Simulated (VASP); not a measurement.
A run of VASP 6.6.1 is set up as follows.

The input INCAR:

```
PREC = Accurate ; ENCUT = 600
EDIFF = 1E-6 ; ISMEAR = 0
SIGMA = 0.1 ; LREAL = False
LASPH = True ; NELM = 120
ALGO = Normal ; ISIF = 2
LWAVE = False ; LCHARG = False
GGA = PE ; NBANDS = 18
GGA_COMPAT = False
```

The input KPOINTS:

```
regular mesh
0
Gamma
  18 18 8
```

POSCAR

```
P3C
1.0
    1.3488697710     -2.9826973208      0.0000000000
    1.3488697710      2.9826973208      0.0000000000
    0.0000000000      0.0000000000      7.0911286521
P C
3 1
Direct
    0.5000000000      0.5000000000      0.8171957051
    0.0000000000      0.0000000000      0.5000000000
    0.5000000000      0.5000000000      0.1828042949
    0.0000000000      0.0000000000      0.0000000000
```

Potentials or basis: VASP PAW PBE potentials, release 64 (P, C).

The run is started by

```bash
$ cat potpaw_PBE.64/P/POTCAR potpaw_PBE.64/C/POTCAR > POTCAR
$ mpirun -np 1 vasp_std > vasp.out
```

Question: What does it give for the largest force?

Answer: 0.072 eV/Å.

Question: Predict the pressure.

Answer: -0.3 GPa.

Question: Estimate the band gap on the k mesh.

Answer: Zero (an odd number of electrons rules out a gap without spin polarisation).

Stress tensor (GPa, compression positive):
```
-0.40  0.00  0.00
 0.00 -0.03  0.00
 0.00  0.00 -0.56
```
